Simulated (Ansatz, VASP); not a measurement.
Ba in VASP and in Ansatz

INCAR

```
SYSTEM = Ba
PREC     = Accurate       ! precision mode
ENCUT    = 520            ! plane-wave cutoff, eV
EDIFF    = 1E-8           ! SCF threshold, eV
ISMEAR   = -1             ! smearing method
SIGMA    = 0.05           ! smearing width, eV
LREAL    = .False.        ! projectors in reciprocal space
LASPH    = .True.         ! aspherical terms in the spheres
NELM     = 80             ! most SCF steps
ALGO     = Normal         ! electronic algorithm
ISIF     = 2              ! what is computed and relaxed
LWAVE    = .False.        ! write WAVECAR
LCHARG   = .False.        ! write CHGCAR
GGA      = PE             ! functional
LEFG     = .True.       
NBANDS   = 11             ! bands
```

KPOINTS

```
Automatic mesh
0
Gamma
  13 13 13
  0 0 0
```

File POSCAR:

```
Ba
1.0
    4.0149363295      0.0000000000      0.0000000000
    0.0000000000      4.0149363295      0.0000000000
    0.0000000000      0.0000000000      4.0149363295
Ba
1
Direct
    0.0000000000      0.0000000000      0.0000000000
```

Input for Ansatz:

```yaml
crystal:
  lattice:
    - [4.0149363295, 0.0, 0.0]
    - [0.0, 4.0149363295, 0.0]
    - [0.0, 0.0, 4.0149363295]
  atoms:
    - { symbol: Ba, position: [0.0, 0.0, 0.0] }
kpoints:
  mp_grid: { grid: [13, 13, 13] }
scf:
  occupations: { method: fermi_dirac, width: 0.05 }
hamiltonian:
  xc: pbe
  pseudopotentials: { kind: all_electron, datasets: crystal }
output:
  forces: true
  stress: true
  eigenvalues: true
  efg: { contact_densities: true }
```

Change from the starting cell: volume scaled by 1.05, crystal datasets.

Alike in both runs: task electric field gradients; functional PBE; k mesh 13 × 13 × 13; occupations fermi-dirac, width 0.05 eV; no spin polarisation.

|  | VASP | Ansatz |
| --- | --- | --- |
| version | VASP 6.6.1 | Ansatz 0.2.0 |
| potentials or method | VASP PAW PBE potentials, release 64 (Ba_sv), cutoff 520 eV | all-electron PAW with datasets made for the crystal, scalar-relativistic |

```csv
,VASP,Ansatz,Ansatz less VASP
pressure (GPa),-0.2,-0.3,-0.10
```

Ansatz ran all-electron here, and VASP with PAW potentials.

Spin-orbit coupling is off throughout.
